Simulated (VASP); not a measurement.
Wanted: the native input for a VASP 6.6.1 run.

| Item | Value |
| --- | --- |
| Task | relaxation of cell and atoms |
| Functional | PBEsol |
| Potentials or basis | VASP PAW PBE potentials, release 64 (S) |
| Cutoff | 600 eV |
| k mesh | 6 × 6 × 6 |
| Occupations | gaussian, width 0.1 eV |
| Spin | no spin polarisation |
| Dipole correction | no |
| Further INCAR settings | ALGO = Normal; EDIFF = 1e-06; IBRION = 2; EDIFFG = -0.04; NSW = 90; ISIF = 3 |

The structure of S lies in POSCAR:

```
S
1.0
    0.0000000000      3.1630560329      3.1630560329
    3.1630560329      0.0000000000      3.1630560329
    3.1630560329      3.1630560329      0.0000000000
S
2
Direct
    0.5000000000      0.5000000000      0.5000000000
    0.7500000000      0.7500000000      0.7500000000
```

One way to write it, as run:

INCAR

```
PREC = Accurate ; ENCUT = 600
EDIFF = 1E-6 ; ISMEAR = 0
SIGMA = 0.1 ; LREAL = False
LASPH = True ; NELM = 80
ALGO = Normal ; ISIF = 3
LWAVE = False ; LCHARG = False
GGA = PS ; IBRION = 2
NSW = 90 ; EDIFFG = -0.04
```

KPOINTS

```
regular mesh
0
Gamma
  6 6 6
```

Potentials or basis: VASP PAW PBE potentials, release 64 (S).

Command:

```console
$ cat potpaw_PBE.64/S/POTCAR > POTCAR
$ mpirun -np 1 vasp_std > vasp.out
```

Results of the run:

* Relaxed volume: 22.66 Å³/atom
* Relaxed cell: a = 4.002 Å, b = 4.002 Å, c = 4.002 Å, α = 60.00°, β = 60.00°, γ = 60.00°
* Space group after relaxing (to 0.05 Å): Fd-3m (No. 227)
* Energy gained by relaxing: 311.9 meV/atom
* Ionic steps: 4
* Pressure after relaxing: 0.1 GPa
* Band gap on the k mesh: zero (band 6 reaches 4.28 eV, above the bottom of band 7 at 3.05 eV)

Caveat: the volume moved by over 15 % at a fixed basis, so the end points are rough; the PAW data sets were made with another functional, which shifts forces and pressure a little.

It took 27 s on 1 thread of Intel(R) Xeon(R) Platinum 8559C (Emerald Rapids), on a shared host, peak memory 0.19 GiB.
